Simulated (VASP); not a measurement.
**CoSi2: single point with PBE**

Crystal: CoSi2.

```
Co Si
1.0
     0.00000    2.54594    2.74694
     2.54594    0.00000    2.74694
     2.54594    2.54594    0.00000
Co Si
1 2
Direct
  0.00000 0.00000 0.00000
  0.25000 0.25000 0.25000
  0.75000 0.75000 0.75000
```

This cell differs from its parent crystal: strain -0.050 along x and y, +0.025 along z.

* Program: VASP 6.6.1
* Task: single point
* Functional: PBE
* Potentials or basis: VASP PAW PBE potentials, release 64 (Co, Si)
* Cutoff: 520 eV
* k mesh: 16 × 16 × 16
* Occupations: gaussian, width 0.15 eV
* Spin: no spin polarisation
* Dipole correction: no
* Further INCAR settings: ALGO = Normal; EDIFF = 1e-06; NBANDS = 16

```yaml
Pressure: 16.8 GPa
```

Stress tensor (GPa, compression positive):
```
19.34  0.00  0.00
 0.00 19.34  0.00
 0.00  0.00 11.84
```

Levels at points of the mesh, in eV from the Fermi level:
```
           k point  band 6  band 7  band 8  band 9  band 10  band 11  band 12  band 13
(0.00, 0.00, 0.00)   -1.97    1.58    2.84    3.36     3.36     3.75     3.75     4.28
(0.50, 0.00, 0.00)   -1.86   -1.73   -0.88   -0.22     3.08     3.34     3.71     5.23
(0.50, 0.50, 0.00)   -2.36   -2.24   -2.24   -1.44     2.31     3.18     8.55    10.61
(0.50, 0.00, 0.50)   -2.38   -2.10   -1.91   -1.46     1.69     2.86     8.56     9.15
```

Wall time 77 s on 1 thread of Intel(R) Xeon(R) 6975P-C (Granite Rapids), with other jobs on the host, peak memory 0.31 GiB.

Caveat: the cell differs from its parent crystal (strain -0.050 along x and y, +0.025 along z). Spin polarisation is off, so any magnetic state and its effect on volume and gap are missing.
